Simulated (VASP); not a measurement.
# Na (Im-3m) in VASP: notebook

Na is run at these levels: PBEsol; tasks: single point.

Program: VASP 6.6.1. These are calculated values, not measurements. Logs are shortened: lines on timing, memory, paths and dates and some standing lists are left out, and cuts for length are marked.

### 1 The cell of the first run

Symmetry: Im-3m, No. 229, cubic system. The conventional cell has a = 3.995 Å, b = 3.995 Å, c = 3.995 Å, α = 90.00°, β = 90.00°, γ = 90.00°. Na (site symmetry m-3m) has 14 Na at 3.46 to 4.00 Å within 4.5 Å.

### 2 Single point, PBEsol (volume scaled by 0.88)

INCAR

```
SYSTEM = Na
  ALGO = Normal
  EDIFF = 1E-7
  ENCUT = 520
  GGA = PS
  ISIF = 2
  ISMEAR = 0
  LASPH = .TRUE.
  LCHARG = .FALSE.
  LREAL = .FALSE.
  LWAVE = .FALSE.
  NBANDS = 10
  NELM = 100
  PREC = Accurate
  SIGMA = 0.1
```

KPOINTS

```
k-points
0
G
  14 14 14
  0 0 0
```

POSCAR

```
Na
1.0
   -1.9976220863      1.9976220863      1.9976220863
    1.9976220863     -1.9976220863      1.9976220863
    1.9976220863      1.9976220863     -1.9976220863
Na
1
Direct
    0.0000000000      0.0000000000      0.0000000000
```

Potentials or basis: VASP PAW PBE potentials, release 64 (Na_pv).

The run is started by

```
$ cat potpaw_PBE.64/Na_pv/POTCAR > POTCAR
$ mpirun -np 1 vasp_std > vasp.out
```

OUTCAR:

```text
SYSTEM = Na
   EDIFF = 1E-7
   ENCUT = 520
   GGA = PS
   ISIF = 2
   ISMEAR = 0
   LASPH = .TRUE.
   LREAL = .FALSE.
   NELM = 100
   PREC = Accurate

 ion  position               nearest neighbor table
   1  0.000  0.000  0.000-

  LATTYP: Found a body centered cubic cell.
 ALAT       =     3.9952441726

  Lattice vectors:

 A1 = (  -1.9976220863,   1.9976220863,   1.9976220863)
 A2 = (   1.9976220863,  -1.9976220863,   1.9976220863)
 A3 = (   1.9976220863,   1.9976220863,  -1.9976220863)

Analysis of symmetry for initial positions (statically):
=====================================================================
 Subroutine PRICEL returns:
 Original cell was already a primitive cell.

 Routine SETGRP: Setting up the symmetry group for a
 body centered cubic supercell.

 Subroutine GETGRP returns: Found 48 space group operations
 (whereof 48 operations were pure point group operations)
 out of a pool of 48 trial point group operations.

The static configuration has the point symmetry O_h .

Analysis of symmetry for dynamics (positions and initial velocities):
=====================================================================
 Subroutine PRICEL returns:
 Original cell was already a primitive cell.

 Routine SETGRP: Setting up the symmetry group for a
 body centered cubic supercell.

 Subroutine GETGRP returns: Found 48 space group operations
 (whereof 48 operations were pure point group operations)
 out of a pool of 48 trial point group operations.

The dynamic configuration has the point symmetry O_h .

 Subroutine INISYM returns: Found 48 space group operations
 (whereof 48 operations are pure point group operations),
 and found     1 'primitive' translations

----------------------------------------------------------------------------------------

                                     Primitive cell

  volume of cell :      31.8860

  direct lattice vectors                    reciprocal lattice vectors
    -1.997622086  1.997622086  1.997622086     0.000000000  0.250297593  0.250297593
     1.997622086 -1.997622086  1.997622086     0.250297593  0.000000000  0.250297593
     1.997622086  1.997622086 -1.997622086     0.250297593  0.250297593  0.000000000

  length of vectors
     3.459982948  3.459982948  3.459982948     0.353974251  0.353974251  0.353974251

  position of ions in fractional coordinates (direct lattice)
     0.000000000  0.000000000  0.000000000

  ion indices of the primitive-cell ions
   primitive index   ion index
                 1           1

----------------------------------------------------------------------------------------

 KPOINTS: k-points

Automatic generation of k-mesh.
 Grid dimensions read from file:
 generate k-points for:   14   14   14

 Generating k-lattice:

  Cartesian coordinates                     Fractional coordinates (reciprocal lattice)
     0.000000000  0.017878400  0.017878400     0.071428571  0.000000000  0.000000000
     0.017878400  0.000000000  0.017878400     0.000000000  0.071428571  0.000000000
     0.017878400  0.017878400  0.000000000     0.000000000  0.000000000  0.071428571

  Length of vectors
     0.025283875  0.025283875  0.025283875

  Shift w.r.t. Gamma in fractional coordinates (k-lattice)
     0.000000000  0.000000000  0.000000000

 Subroutine IBZKPT returns following result:
 ===========================================

 Found    104 irreducible k-points:

 Following reciprocal coordinates:
            Coordinates               Weight
  0.000000  0.000000  0.000000      1.000000
  0.071429  0.000000  0.000000     12.000000
  0.142857  0.000000  0.000000     12.000000
  0.214286  0.000000  0.000000     12.000000
  0.285714  0.000000  0.000000     12.000000
  0.357143  0.000000  0.000000     12.000000
[... 16 lines left out ...]
  0.285714  0.285714  0.000000     24.000000
  0.357143  0.285714  0.000000     24.000000
 [... further k-points ...]
   k-points           NKPTS =    104   k-points in BZ     NKDIM =    104   number of bands    NBANDS=     10
   number of dos      NEDOS =    301   number of ions     NIONS =      1
   total plane-waves  NPLWV =  21952
   dimension x,y,z NGX =    28 NGY =   28 NGZ =   28
   dimension x,y,z NGXF=    56 NGYF=   56 NGZF=   56
   ions per type =               1
   NGX,Y,Z   is equivalent  to a cutoff of  13.45, 13.45, 13.45 a.u.
   NGXF,Y,Z  is equivalent  to a cutoff of  26.91, 26.91, 26.91 a.u.
 SYSTEM =  Na
   PREC   = accura    normal or accurate (medium, high low for compatibility)
   ISTART =      0    job   : 0-new  1-cont  2-samecut
   ICHARG =      2    charge: 1-file 2-atom 10-const
   ISPIN  =      1    spin polarized calculation?
   LNONCOLLINEAR =      F non collinear calculations
   LSORBIT =      F    spin-orbit coupling
   LASPH  =      T    aspherical Exc in radial PAW
   ENCUT  =  520.0 eV  38.22 Ry    6.18 a.u.   6.43  6.43  6.43*2*pi/ulx,y,z
   NELM   =    100;   NELMIN=  2; NELMDL= -5     # of ELM steps
   EDIFF  = 0.1E-06   stopping-criterion for ELM
   LREAL  =      F    real-space projection
   EDIFFG = 0.1E-05   stopping-criterion for IOM
   NSW    =      0    number of steps for IOM
   IBRION =     -1    ionic relax: 0-MD 1-quasi-New 2-CG
   NFREE  =      0    steps in history (QN), initial steepest desc. (CG)
   ISIF   =      2    stress and relaxation
   ISYM   =      2    0-nonsym 1-usesym 2-fastsym
   POTIM  = 0.5000    time-step for ionic-motion
   TEBEG  =    0.0;   TEEND  =   0.0 temperature during run
   PSTRESS=    0.0 pullay stress
   NELECT =       7.0000    total number of electrons
   NUPDOWN=      -1.0000    fix difference up-down
   EMIN   =  10.00;   EMAX   =-10.00  energy-range for DOS
   EFERMI =   0.00;   METHOD = LEGACY
   ISMEAR =     0;   SIGMA  =   0.10  broadening in eV -4-tet -1-fermi 0-gaus
   EFERMI_NEDOS =   21; number of points for ismear=-14 and -15
   IALGO  =     38    algorithm
   IMIX   =      4    mixing-type and parameters
     AMIX     =   0.40;   BMIX     =  1.00
     AMIX_MAG =   1.60;   BMIX_MAG =  1.00
  volume/ion in A,a.u.               =      31.89       215.18
  Fermi-wavevector in a.u.,A,eV,Ry     =   0.987584  1.866264 13.270072  0.975323
  Thomas-Fermi vector in A             =   2.119049
   LORBIT       =      0    0 simple, 1 ext, 2 COOP (PROOUT), +10 PAW based schemes
   GGA     = PS    functional components
   LHFCALC =     F    Hartree Fock is set to
   AEXX    =    0.0000 exact exchange contribution
   IVDW    =     0    specifies the selected vdW correction
   LEPSILON=     F    determine dielectric tensor
   LRPA    =     F    only Hartree local field effects (RPA)
 non-spin polarized calculation
 Gauss-broadening in eV      SIGMA  =   0.10
  energy-cutoff  :      520.00
  volume of cell :       31.89
 maximum number of plane-waves:       889
 NGX is ok and might be reduce to    28
   NGX = 13   NGY = 13   NGZ = 13

 number of electron       7.0000007 magnetization

 Free energy of the ion-electron system (eV)
  ---------------------------------------------------
  ext. energy  EPLUGINS =         0.00000000
  ---------------------------------------------------
  free energy    TOTEN  =        -1.38421927 eV

  energy without entropy =       -1.38131879  energy(sigma->0) =       -1.38276903

 E-fermi :   0.7411     XC(G=0):  -6.9136

 val. band max:        0.7135767186   @ k =  -0.3571   0.4286   0.1429
 cond. band min:       0.8005802057   @ k =   0.3571   0.0714   0.0714
 fundamental gap:      0.0870034872
 Fermi energy:         0.7410884669

 k-point     1 :       0.0000    0.0000    0.0000
  band No.  band energies     occupation
      1     -23.9116      2.00000
      2     -23.9116      2.00000
      3     -23.9116      2.00000
      4      -2.8425      2.00000
      5      13.5134      0.00000
      6      13.5134      0.00000
      7      13.5134      0.00000
      8      14.6143      0.00000
      9      14.6143      0.00000
     10      15.2253      0.00000

 k-point     2 :       0.0714    0.0000    0.0000
  band No.  band energies     occupation
      1     -23.9147      2.00000
      2     -23.9126      2.00000
      3     -23.9116      2.00000
      4      -2.7424      2.00000
      5      12.2474      0.00000
      6      12.8714      0.00000
      7      13.2142      0.00000
      8      13.8629      0.00000
      9      14.0610      0.00000
     10      15.7444      0.00000

 k-point     3 :       0.1429    0.0000    0.0000
  band No.  band energies     occupation
      1     -23.9233      2.00000
      2     -23.9154      2.00000
      3     -23.9117      2.00000
      4      -2.4436      2.00000
      5      10.2182      0.00000
      6      11.9308      0.00000
      7      12.6376      0.00000
      8      12.9839      0.00000
      9      13.8406      0.00000
     10      16.0257      0.00000

 k-point     4 :       0.2143    0.0000    0.0000
  band No.  band energies     occupation
      1     -23.9357      2.00000
      2     -23.9195      2.00000
      3     -23.9117      2.00000
      4      -1.9500      2.00000
      5       8.2641      0.00000
      6      11.1083      0.00000
      7      12.0761      0.00000
      8      12.2487      0.00000
      9      13.4770      0.00000
     10      16.3072      0.00000
[... 222 lines left out ...]
 k-point    22 :       0.3571    0.2143    0.0000
  band No.  band energies     occupation
      1     -23.9640      2.00000
      2     -23.9405      2.00000
      3     -23.9179      2.00000
      4       1.7700      0.00000
      5       3.1687      0.00000
      6       5.8370      0.00000
      7       9.8606      0.00000
      8      13.2553      0.00000
      9      15.6967      0.00000
     10      16.6610      0.00000

 k-point    23 :       0.2857    0.2857    0.0000
  band No.  band energies     occupation
      1     -23.9606      2.00000
      2     -23.9440      2.00000
      3     -23.9188      2.00000
      4       1.6989      0.00000
      5       3.9030      0.00000
      6       4.9292      0.00000
      7       9.7667      0.00000
      8      13.9452      0.00000
      9      14.9433      0.00000
     10      17.1287      0.00000

 k-point    24 :       0.3571    0.2857    0.0000
  band No.  band energies     occupation
      1     -23.9581      2.00000
      2     -23.9486      2.00000
      3     -23.9191      2.00000
      4       2.5963      0.00000
      5       3.0905      0.00000
      6       4.5958      0.00000
      7       9.6766      0.00000
      8      14.1557      0.00000
      9      15.1207      0.00000
     10      16.6388      0.00000

 [... further k-points ...]

------------------------ aborting loop because EDIFF is reached ----------------------------------------

  FORCE on cell =-STRESS in cart. coord.  units (eV):
  Direction    XX          YY          ZZ          XY          YZ          ZX
  --------------------------------------------------------------------------------------
  -------------------------------------------------------------------------------------
  Total        0.2580705      0.2580705      0.2580705      0.0000000     -0.0000000      0.0000000
  in kB       12.9672803     12.9672803     12.9672803      0.0000000     -0.0000000      0.0000000
  external PRESSURE =      12.9672803 kB  Pullay stress =       0.0000000 kB

 VOLUME and BASIS-vectors are now :
 -----------------------------------------------------------------------------
  energy-cutoff  :      520.00
  volume of cell :       31.89
      direct lattice vectors                 reciprocal lattice vectors
    -1.997622086  1.997622086  1.997622086     0.000000000  0.250297593  0.250297593
     1.997622086 -1.997622086  1.997622086     0.250297593  0.000000000  0.250297593
     1.997622086  1.997622086 -1.997622086     0.250297593  0.250297593  0.000000000

 POSITION                                       TOTAL-FORCE (eV/Angst)
 -----------------------------------------------------------------------------------
      0.00000      0.00000      0.00000         0.000000     -0.000000      0.000000
 -----------------------------------------------------------------------------------
    total drift:                               -0.000000     -0.000000     -0.000000

  FREE ENERGIE OF THE ION-ELECTRON SYSTEM (eV)
  ---------------------------------------------------
  free  energy   TOTEN  =        -1.3842192660 eV

  energy  without entropy=       -1.3813187885  energy(sigma->0) =       -1.38276903
```

It took 39 s on 1 thread of Intel Xeon Platinum 8259CL at 2.50GHz (Skylake/Cascade Lake), shared host; peak memory 0.16 GiB.

What came out:

| Property | Result |
| --- | --- |
| Free energy | -1.3842 eV |
| Pressure | 1.3 GPa |

Caveat: the PAW data sets were made with another functional, which shifts forces and pressure a little.

### 3 Single point, PBEsol (volume scaled by 0.91)

INCAR

```
PREC     = Accurate       # precision mode
ENCUT    = 520            # plane-wave cutoff, eV
EDIFF    = 1E-7           # SCF threshold, eV
ISMEAR   = 0              # smearing method
SIGMA    = 0.1            # smearing width, eV
LREAL    = F              # projectors in reciprocal space
LASPH    = T              # aspherical terms in the spheres
NELM     = 60             # most SCF steps
ALGO     = Normal         # electronic algorithm
ISIF     = 2              # what is computed and relaxed
LWAVE    = F              # write WAVECAR
LCHARG   = T              # write CHGCAR
GGA      = PS             # functional
LELF     = T              # ELF
LVHAR    = T            
NBANDS   = 10             # bands
```

KPOINTS

```
regular mesh
0
Gamma
  14 14 14
```

POSCAR

```
Na
1.0
   -2.0200691571      2.0200691571      2.0200691571
    2.0200691571     -2.0200691571      2.0200691571
    2.0200691571      2.0200691571     -2.0200691571
Na
1
Direct
    0.0000000000      0.0000000000      0.0000000000
```

Potentials or basis: VASP PAW PBE potentials, release 64 (Na_pv).

The run is started by

```
$ cat potpaw_PBE.64/Na_pv/POTCAR > POTCAR
$ mpirun -np 1 vasp_std > vasp.out
```

Wall time 37 s (1 thread of Intel Xeon Platinum 8259CL at 2.50GHz (Skylake/Cascade Lake), shared host); peak memory 0.16 GiB.

The run converged. Its results:

- Free energy: -1.3917 eV
- Pressure: 0.9 GPa

Levels at points of the mesh, in eV from the Fermi level:
```tsv
k point	band 1	band 2	band 3	band 4	band 5	band 6
(0.00, 0.00, 0.00)	-24.67	-24.67	-24.67	-3.51	12.54	12.54
(0.50, 0.00, 0.00)	-24.73	-24.69	-24.67	0.81	1.38	8.72
(0.50, 0.50, 0.50)	-24.71	-24.71	-24.71	4.73	4.73	5.33
```

Caveat: the PAW data sets were made with another functional, which shifts forces and pressure a little.
